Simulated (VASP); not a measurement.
# Mo12C in VASP: a series of runs

The runs below take Mo12C through single point, with LDA.

Program: VASP 6.6.1. These are calculated values, not measurements. Logs are shortened: lines on timing, memory, paths and dates and some standing lists are left out, and cuts for length are marked.

**1. The cell of the first run**

The cell holds a slab with vacuum, 13 atoms: a = 5.389 Å, b = 5.389 Å, c = 19.741 Å, α = 90.00°, β = 90.00°, γ = 109.47°.

**2. Single point, LDA**

File INCAR:

```
SYSTEM = Mo12C
PREC = Accurate ; ENCUT = 520
EDIFF = 1E-6 ; ISMEAR = 0
SIGMA = 0.1 ; LREAL = .False.
LASPH = .True. ; NELM = 100
ALGO = Normal ; ISIF = 2
LWAVE = .False. ; LCHARG = .True.
LDIPOL = .True. ; IDIPOL = 3
DIPOL = 0.5 0.5 0.323 ; LELF = .True.
LVHAR = .True. ; LVACPOTAV = .True.
NBANDS = 98
```

File KPOINTS:

```
Automatic mesh
0
Gamma
  5 5 1
  0 0 0
```

File POSCAR:

```
Mo12C
1.0
    5.3887247571      0.0000000000      0.0000000000
   -1.7962415857      5.0805384236      0.0000000000
    0.0000000000      0.0000000000     19.7413781192
Mo C
12 1
Direct
    0.2500000000      0.2500000000      0.2026200996
    0.2500000000      0.7500000000      0.2026200996
    0.7500000000      0.2500000000      0.2026200996
    0.7500000000      0.7500000000      0.2026200996
    0.0000000000      0.0000000000      0.3100443415
    0.0000000000      0.5000000000      0.3100443415
    0.5000000000      0.0000000000      0.3100443415
    0.5000000000      0.5000000000      0.3100443415
    0.2500000000      0.2500000000      0.4174672138
    0.2500000000      0.7500000000      0.4174672138
    0.7500000000      0.2500000000      0.4174672138
    0.7500000000      0.7500000000      0.4174672138
    0.4166666667      0.5833333333      0.4767071485
```

Potentials or basis: VASP PAW LDA potentials, release 64 (Mo_sv, C).

On the command line:

```console
$ cat potpaw_LDA.64/Mo_sv/POTCAR potpaw_LDA.64/C/POTCAR > POTCAR
$ mpirun -np 1 vasp_std > vasp.out
```

OUTCAR:

```text
SYSTEM = Mo12C
   PREC = Accurate
   ENCUT = 520
   EDIFF = 1E-6
   ISMEAR = 0
   LREAL = .False.
   LASPH = .True.
   NELM = 100
   ISIF = 2

 ion  position               nearest neighbor table
   1  0.250  0.250  0.203-   5 2.63   8 2.63   3 2.69   3 2.69   2 2.69   2 2.69   7 3.06   6 3.06
                             4 3.11   4 3.11
   2  0.250  0.750  0.203-   6 2.63   7 2.63   4 2.69   4 2.69   1 2.69   1 2.69   5 3.06   8 3.06
                             3 3.11   3 3.11
   3  0.750  0.250  0.203-   6 2.63   7 2.63   1 2.69   1 2.69   4 2.69   4 2.69   5 3.06   8 3.06
                             2 3.11   2 3.11
   4  0.750  0.750  0.203-   5 2.63   8 2.63   2 2.69   2 2.69   3 2.69   3 2.69   7 3.06   6 3.06
                             1 3.11   1 3.11
   5  0.000  0.000  0.310-   9 2.63  12 2.63   1 2.63   4 2.63   7 2.69   7 2.69   6 2.69   6 2.69
                            11 3.06  10 3.06   3 3.06   2 3.06   8 3.11   8 3.11
   6  0.000  0.500  0.310-  10 2.63  11 2.63   2 2.63   3 2.63   8 2.69   8 2.69   5 2.69   5 2.69
                             9 3.06  12 3.06   1 3.06   4 3.06   7 3.11   7 3.11
   7  0.500  0.000  0.310-  10 2.63  11 2.63   2 2.63   3 2.63   5 2.69   5 2.69   8 2.69   8 2.69
                             9 3.06  12 3.06   1 3.06   4 3.06   6 3.11   6 3.11
   8  0.500  0.500  0.310-   9 2.63  12 2.63   1 2.63   4 2.63   6 2.69   6 2.69   7 2.69   7 2.69
                            11 3.06  10 3.06   3 3.06   2 3.06   5 3.11   5 3.11
   9  0.250  0.250  0.417-  13 2.08   8 2.63   5 2.63  11 2.69  11 2.69  10 2.69  10 2.69   6 3.06
                             7 3.06  12 3.11  12 3.11
  10  0.250  0.750  0.417-  13 1.88   7 2.63   6 2.63  12 2.69  12 2.69   9 2.69   9 2.69   8 3.06
                             5 3.06  11 3.11  11 3.11
  11  0.750  0.250  0.417-   6 2.63   7 2.63   9 2.69   9 2.69  12 2.69  12 2.69   5 3.06   8 3.06
                            10 3.11  10 3.11
  12  0.750  0.750  0.417-  13 2.08   8 2.63   5 2.63  10 2.69  10 2.69  11 2.69  11 2.69   6 3.06
                             7 3.06   9 3.11   9 3.11
  13  0.417  0.583  0.477-  10 1.88  12 2.08   9 2.08

  LATTYP: Found a base centered orthorhombic cell.
 ALAT       =     6.2223633782
 B/A-ratio  =     1.4142135624
 C/A-ratio  =     3.1726495094

  Lattice vectors:

 A1 = (   5.3887247571,   0.0000000000,   0.0000000000)
 A2 = (  -1.7962415857,   5.0805384236,   0.0000000000)
 A3 = (   0.0000000000,   0.0000000000,  19.7413781192)

Analysis of symmetry for initial positions (statically):
=====================================================================
 Subroutine PRICEL returns:
 Original cell was already a primitive cell.

 Routine SETGRP: Setting up the symmetry group for a
 base centered orthorhombic supercell.

 Subroutine GETGRP returns: Found  2 space group operations
 (whereof  2 operations were pure point group operations)
 out of a pool of  8 trial point group operations.

The static configuration has the point symmetry C_1h.

Analysis of symmetry for dynamics (positions and initial velocities):
=====================================================================
 Subroutine PRICEL returns:
 Original cell was already a primitive cell.

 Routine SETGRP: Setting up the symmetry group for a
 base centered orthorhombic supercell.

 Subroutine GETGRP returns: Found  2 space group operations
 (whereof  2 operations were pure point group operations)
 out of a pool of  8 trial point group operations.

The dynamic configuration has the point symmetry C_1h.

 Subroutine INISYM returns: Found  2 space group operations
 (whereof  2 operations are pure point group operations),
 and found     1 'primitive' translations

----------------------------------------------------------------------------------------

                                     Primitive cell

  volume of cell :     540.4720

  direct lattice vectors                    reciprocal lattice vectors
     5.388724757  0.000000000  0.000000000     0.185572662  0.065609844  0.000000000
    -1.796241586  5.080538424  0.000000000     0.000000000  0.196829532  0.000000000
     0.000000000  0.000000000 19.741378119     0.000000000  0.000000000  0.050655025

  length of vectors
     5.388724757  5.388724757 19.741378119     0.196829532  0.196829532  0.050655025

  position of ions in fractional coordinates (direct lattice)
     0.250000000  0.250000000  0.202620100
     0.250000000  0.750000000  0.202620100
     0.750000000  0.250000000  0.202620100
[... 47 lines left out ...]

 Subroutine IBZKPT returns following result:
 ===========================================

 Found      9 irreducible k-points:

 Following reciprocal coordinates:
            Coordinates               Weight
  0.000000  0.000000  0.000000      1.000000
  0.200000  0.000000  0.000000      4.000000
  0.400000  0.000000  0.000000      4.000000
  0.200000  0.200000  0.000000      2.000000
  0.400000  0.200000  0.000000      4.000000
 -0.400000  0.200000  0.000000      4.000000
 -0.200000  0.200000  0.000000      2.000000
  0.400000  0.400000  0.000000      2.000000
 -0.400000  0.400000  0.000000      2.000000
   k-points           NKPTS =      9   k-points in BZ     NKDIM =      9   number of bands    NBANDS=     98
   number of dos      NEDOS =    301   number of ions     NIONS =     13
   total plane-waves  NPLWV = 240000
   dimension x,y,z NGX =    40 NGY =   40 NGZ =  150
   dimension x,y,z NGXF=    80 NGYF=   80 NGZF=  300
   ions per type =              12   1
   NGX,Y,Z   is equivalent  to a cutoff of  12.34, 12.34, 12.63 a.u.
   NGXF,Y,Z  is equivalent  to a cutoff of  24.68, 24.68, 25.26 a.u.
 SYSTEM =  Mo12C
   PREC   = accura    normal or accurate (medium, high low for compatibility)
   ISTART =      0    job   : 0-new  1-cont  2-samecut
   ICHARG =      2    charge: 1-file 2-atom 10-const
   ISPIN  =      1    spin polarized calculation?
   LNONCOLLINEAR =      F non collinear calculations
   LSORBIT =      F    spin-orbit coupling
   LASPH  =      T    aspherical Exc in radial PAW
   ENCUT  =  520.0 eV  38.22 Ry    6.18 a.u.  10.02 10.02 36.71*2*pi/ulx,y,z
   NELM   =    100;   NELMIN=  2; NELMDL= -5     # of ELM steps
   EDIFF  = 0.1E-05   stopping-criterion for ELM
   LREAL  =      F    real-space projection
   EDIFFG = 0.1E-04   stopping-criterion for IOM
   NSW    =      0    number of steps for IOM
   IBRION =     -1    ionic relax: 0-MD 1-quasi-New 2-CG
   NFREE  =      0    steps in history (QN), initial steepest desc. (CG)
   ISIF   =      2    stress and relaxation
   ISYM   =      2    0-nonsym 1-usesym 2-fastsym
   POTIM  = 0.5000    time-step for ionic-motion
   TEBEG  =    0.0;   TEEND  =   0.0 temperature during run
   PSTRESS=    0.0 pullay stress
   NELECT =     172.0000    total number of electrons
   NUPDOWN=      -1.0000    fix difference up-down
   EMIN   =  10.00;   EMAX   =-10.00  energy-range for DOS
   EFERMI =   0.00;   METHOD = LEGACY
   ISMEAR =     0;   SIGMA  =   0.10  broadening in eV -4-tet -1-fermi 0-gaus
   EFERMI_NEDOS =   21; number of points for ismear=-14 and -15
   IALGO  =     38    algorithm
   IMIX   =      4    mixing-type and parameters
     AMIX     =   0.40;   BMIX     =  1.00
     AMIX_MAG =   1.60;   BMIX_MAG =  1.00
  volume/ion in A,a.u.               =      41.57       280.56
  Fermi-wavevector in a.u.,A,eV,Ry     =   1.117703  2.112153 16.997227  1.249261
  Thomas-Fermi vector in A             =   2.254328
   LORBIT       =      0    0 simple, 1 ext, 2 COOP (PROOUT), +10 PAW based schemes
   GGA     = CA    functional components
   LHFCALC =     F    Hartree Fock is set to
   AEXX    =    0.0000 exact exchange contribution
   IVDW    =     0    specifies the selected vdW correction
   LEPSILON=     F    determine dielectric tensor
   LRPA    =     F    only Hartree local field effects (RPA)
 non-spin polarized calculation
 Gauss-broadening in eV      SIGMA  =   0.10
  energy-cutoff  :      520.00
  volume of cell :      540.47
 maximum number of plane-waves:     14600
   NGX = 21   NGY = 21   NGZ = 73

 dipolmoment           0.000000      0.000000     -0.008022 electrons x Angstroem

 number of electron     171.9999996 magnetization

 dipolmoment           0.000000      0.000000      0.084858 electrons x Angstroem

 Free energy of the ion-electron system (eV)
  ---------------------------------------------------
  ext. energy  EPLUGINS =         0.00000000
  ---------------------------------------------------
  free energy    TOTEN  =      -143.79592336 eV

  energy without entropy =     -143.73080448  energy(sigma->0) =     -143.76336392

 E-fermi :   1.1241     XC(G=0):  -5.7980

 val. band max:        1.1001173697   @ k =   0.4000   0.4000   0.0000
 cond. band min:       1.1396229966   @ k =  -0.4000   0.4000   0.0000
 fundamental gap:      0.0395056269
 Fermi energy:         1.1241105253

 k-point     1 :       0.0000    0.0000    0.0000
  band No.  band energies     occupation
      1     -59.8025      2.00000
      2     -59.5786      2.00000
      3     -59.5533      2.00000
      4     -59.5431      2.00000
      5     -59.5012      2.00000
      6     -59.4560      2.00000
[... 898 lines left out ...]
     97       2.0262      0.00000
     98       2.0999      0.00000

------------------------ aborting loop because EDIFF is reached ----------------------------------------

  FORCE on cell =-STRESS in cart. coord.  units (eV):
  Direction    XX          YY          ZZ          XY          YZ          ZX
  --------------------------------------------------------------------------------------
  -------------------------------------------------------------------------------------
  Total       -5.8476199     -7.0151975      4.4742571     -1.6512041     -1.6068991      2.2724981
  in kB      -17.3347072    -20.7958787     13.2635051     -4.8948358     -4.7634980      6.7366021
  external PRESSURE =      -8.2890269 kB  Pullay stress =       0.0000000 kB

 VOLUME and BASIS-vectors are now :
 -----------------------------------------------------------------------------
  energy-cutoff  :      520.00
  volume of cell :      540.47
      direct lattice vectors                 reciprocal lattice vectors
     5.388724757  0.000000000  0.000000000     0.185572662  0.065609844  0.000000000
    -1.796241586  5.080538424  0.000000000     0.000000000  0.196829532  0.000000000
     0.000000000  0.000000000 19.741378119     0.000000000  0.000000000  0.050655025

 POSITION                                       TOTAL-FORCE (eV/Angst)
 -----------------------------------------------------------------------------------
      0.89812      1.27013      4.00000        -0.085607     -0.139568      0.017939
      0.00000      3.81040      4.00000        -0.046522      0.032896     -0.263557
      3.59248      1.27013      4.00000        -0.114716      0.081116      0.002832
      2.69436      3.81040      4.00000         0.103050      0.127234      0.017939
      0.00000      0.00000      6.12070         0.163070     -0.115308     -0.623368
     -0.89812      2.54027      6.12070        -0.085675     -0.195205     -0.293258
      2.69436      0.00000      6.12070         0.155483      0.145843     -0.293258
      1.79624      2.54027      6.12070         0.022266     -0.015745     -0.433143
      0.89812      1.27013      8.24138        -0.258866      0.269227      0.947787
      0.00000      3.81040      8.24138        -1.496593      1.058251      0.143451
      3.59248      1.27013      8.24138         0.099576     -0.070411     -0.284296
      2.69436      3.81040      8.24138        -0.340119      0.154319      0.947787
      1.19749      2.96365      9.41086         1.884652     -1.332650      0.113146
 -----------------------------------------------------------------------------------
    total drift:                               -0.000027      0.000019      0.000829

  FREE ENERGIE OF THE ION-ELECTRON SYSTEM (eV)
  ---------------------------------------------------
  free  energy   TOTEN  =      -143.7959233554 eV

  energy  without entropy=     -143.7308044793  energy(sigma->0) =     -143.76336392

 vacuum level on the upper side and lower side of the slab         6.641         6.080
```

Run time: 14 min. Hardware: 1 thread of Intel Xeon 6975P-C (Granite Rapids), shared host; peak memory 0.6 GiB.

What came out:

```
Free energy            : -143.7959 eV
Largest force          : 2.311 eV/Å
Band gap on the k mesh : zero (bands 86 and 87 overlap by 1.45 eV)
```

Forces on the atoms (eV/Å):
```
Mo  -0.086 -0.140  0.018
Mo  -0.047  0.033 -0.264
Mo  -0.115  0.081  0.003
Mo   0.103  0.127  0.018
Mo   0.163 -0.115 -0.623
Mo  -0.086 -0.195 -0.293
Mo   0.155  0.146 -0.293
Mo   0.022 -0.016 -0.433
Mo  -0.259  0.269  0.948
Mo  -1.497  1.058  0.143
Mo   0.100 -0.070 -0.284
Mo  -0.340  0.154  0.948
C    1.885 -1.333  0.113
```

Levels at points of the mesh, in eV from the Fermi level:
| k point | band 84 | band 85 | band 86 | band 87 | band 88 | band 89 |
| --- | --- | --- | --- | --- | --- | --- |
| (0.00, 0.00, 0.00) | 0.73 | 0.83 | 0.86 | 1.10 | 1.30 | 1.36 |

**3. Single point, LDA**

File INCAR:

```
SYSTEM = Mo12C
  ALGO = Normal
  DIPOL = 0.5 0.5 0.325
  EDIFF = 1E-7
  ENCUT = 520
  GGA = CA
  IDIPOL = 3
  ISIF = 2
  ISMEAR = 0
  LASPH = .TRUE.
  LCHARG = .TRUE.
  LDIPOL = .TRUE.
  LELF = .TRUE.
  LREAL = .FALSE.
  LVACPOTAV = .TRUE.
  LVHAR = .TRUE.
  LWAVE = .FALSE.
  NBANDS = 98
  NELM = 100
  PREC = Accurate
  SIGMA = 0.1
```

File KPOINTS:

```
k-points
0
G
  5 5 1
  0 0 0
```

POSCAR, as its differences from that of step 2:

```diff
@@ -20,2 +20,2 @@
     0.7500000000      0.7500000000      0.4174672138
-    0.4166666667      0.5833333333      0.4767071485
+    0.3333333333      0.3333333333      0.5037545467
```

Potentials or basis: VASP PAW LDA potentials, release 64 (Mo_sv, C).

On the command line:

```console
$ cat potpaw_LDA.64/Mo_sv/POTCAR potpaw_LDA.64/C/POTCAR > POTCAR
$ mpirun -np 1 vasp_std > vasp.out
```

Wall time 17 min (1 thread of Intel Xeon 6975P-C (Granite Rapids), shared host); peak memory 0.62 GiB.

The run converged. Its results:

- Free energy: -141.4947 eV
- Largest force: 1.696 eV/Å
- Band gap on the k mesh: zero (bands 86 and 87 overlap by 1.61 eV)

Forces on the atoms (eV/Å):
```
Mo   0.030  0.043 -0.016
Mo  -0.040 -0.005 -0.249
Mo   0.008 -0.039 -0.249
Mo   0.074  0.105  0.186
Mo  -0.262 -0.371 -0.679
Mo  -0.183  0.008  0.111
Mo   0.069 -0.170  0.111
Mo   0.371  0.524 -0.808
Mo  -0.653 -0.923 -0.082
Mo   0.117 -0.502  0.711
Mo  -0.512 -0.057  0.711
Mo   0.005  0.006  0.120
C    0.976  1.380  0.132
```

Levels at points of the mesh, in eV from the Fermi level:
| k point | band 83 | band 84 | band 85 | band 86 | band 87 | band 88 | band 89 | band 90 |
| --- | --- | --- | --- | --- | --- | --- | --- | --- |
| (0.00, 0.00, 0.00) | 0.30 | 0.32 | 1.00 | 1.12 | 1.17 | 1.35 | 1.37 | 1.43 |

**4. Single point, LDA**

File INCAR:

```
ALGO     = Normal         # electronic algorithm
DIPOL    = 0.5 0.5 0.325
EDIFF    = 1E-6           # SCF threshold, eV
ENCUT    = 520            # plane-wave cutoff, eV
GGA      = CA             # functional
IDIPOL   = 3            
ISIF     = 2              # what is computed and relaxed
ISMEAR   = 0              # smearing method
LASPH    = T              # aspherical terms in the spheres
LCHARG   = F              # write CHGCAR
LDIPOL   = T            
LREAL    = F              # projectors in reciprocal space
LWAVE    = F              # write WAVECAR
NBANDS   = 98             # bands
NELM     = 60             # most SCF steps
PREC     = Accurate       # precision mode
SIGMA    = 0.1            # smearing width, eV
```

File KPOINTS:

```
k-points
0
Gamma
  5 5 1
```

POSCAR, as its differences from that of step 3:

```diff
@@ -20,2 +20,2 @@
     0.7500000000      0.7500000000      0.4174672138
-    0.3333333333      0.3333333333      0.5037545467
+    0.3333333333      0.6666666667      0.4998649003
```

On the command line:

```console
$ cat potpaw_LDA.64/Mo_sv/POTCAR potpaw_LDA.64/C/POTCAR > POTCAR
$ mpirun -np 1 vasp_std > vasp.out
```

Run time: 16 min. Hardware: 1 thread of AMD EPYC 9R45 (Zen 5), shared host; peak memory 0.58 GiB.

The run converged. Its results:

```yaml
Free_energy: -141.6737 eV
Largest_force: 2.022 eV/Å
Band_gap_on_the_k_mesh: zero (bands 86 and 87 overlap by 1.63 eV)
```

Forces on the atoms (eV/Å):
```
Mo  -0.012  0.015 -0.176
Mo  -0.001  0.001 -0.054
Mo   0.022 -0.015  0.257
Mo  -0.018  0.006 -0.176
Mo  -0.074  0.052  0.080
Mo  -0.391 -0.500 -0.843
Mo   0.341  0.536 -0.843
Mo   0.015 -0.011 -0.044
Mo  -0.085  0.528  1.096
Mo  -0.597  0.422 -0.251
Mo  -0.322  0.227 -0.271
Mo  -0.526 -0.096  1.096
C    1.648 -1.165  0.128
```

Levels at points of the mesh, in eV from the Fermi level:
| k point | band 83 | band 84 | band 85 | band 86 | band 87 | band 88 | band 89 | band 90 |
| --- | --- | --- | --- | --- | --- | --- | --- | --- |
| (0.00, 0.00, 0.00) | 0.30 | 0.36 | 1.05 | 1.07 | 1.33 | 1.37 | 1.44 | 1.44 |

**5. Summary**

| cell | gap on the mesh (eV) | largest force (eV/Å) |
| --- | --- | --- |
| as given, atomic positions A | none | 2.31 |
| as given, atomic positions B | none | 1.70 |
| as given, atomic positions C | none | 2.02 |

Alike in all rows: task single point; level LDA; potentials or basis VASP PAW LDA potentials, release 64 (Mo_sv, C); no spin polarisation; k mesh 5 × 5 × 1; cutoff (eV) 520; smearing gaussian 0.1 eV.

Total energies depend on the potentials used, so only differences within one code and one set of settings carry meaning.
